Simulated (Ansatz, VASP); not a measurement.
**SnW2 in VASP and in Ansatz**

Contents of INCAR:

```
SYSTEM = SnW2
ALGO = Fast
EDIFF = 1E-7
ENCUT = 520
GGA = PE
ISIF = 2
ISMEAR = 0
LASPH = .True.
LCHARG = .False.
LREAL = .False.
LWAVE = .False.
NBANDS = 28
NELM = 60
PREC = Accurate
SIGMA = 0.1
```

KPOINTS

```
k-points
0
Gamma
  8 8 8
  0 0 0
```

Contents of POSCAR:

```
SnW2
1.0
   -1.7838437908      1.7838437908      4.3759917993
    1.7838437908     -1.7838437908      4.3759917993
    1.7838437908      1.7838437908     -4.3759917993
Sn W
1 2
Direct
    0.0000000000      0.0000000000      0.0000000000
    0.6650000000      0.6650000000      0.0000000000
    0.3350000000      0.3350000000      0.0000000000
```

Input for Ansatz:

```yaml
crystal:
  lattice:
    - [-1.7838437908, 1.7838437908, 4.3759917993]
    - [1.7838437908, -1.7838437908, 4.3759917993]
    - [1.7838437908, 1.7838437908, -4.3759917993]
  atoms:
    - { symbol: Sn, position: [0.0, 0.0, 0.0] }
    - { symbol: W, position: [0.665, 0.665, 0.0] }
    - { symbol: W, position: [0.335, 0.335, 0.0] }
basis:
  ecutwfc: 420
kpoints:
  mp_grid: { grid: [8, 8, 8] }
hamiltonian:
  xc: pbe
scf:
  occupations: { method: gaussian, width: 0.1 }
  lower_state_search: "off"
output:
  forces: true
  stress: true
  eigenvalues: true
```

Alike in both runs: task single point; functional PBE; k mesh 8 × 8 × 8; occupations gaussian, width 0.1 eV; no spin polarisation.

```csv
,VASP,Ansatz
version,VASP 6.6.1,Ansatz 0.2.0
potentials or method,"VASP PAW PBE potentials, release 64 (Sn_d, W_sv), cutoff 520 eV","scalar-relativistic, plane waves, PAW"
valence electrons in the cell,42,42
```

```csv
,VASP,Ansatz,Ansatz less VASP
gap on the k mesh at the Fermi level (eV),none,none,-
pressure (GPa),-9.5,-9.6,-0.12
"traceless stress, the component that is largest in VASP (GPa)",6.22,6.20,-0.015
rms of the force components (eV/Å),0.548,0.547,-0.0008
```

Atom by atom the forces differ by 0.001 eV/Å (rms over components). A gap of «none» marks a metal or a gap that the smearing closes.

Spin-orbit coupling is off throughout.
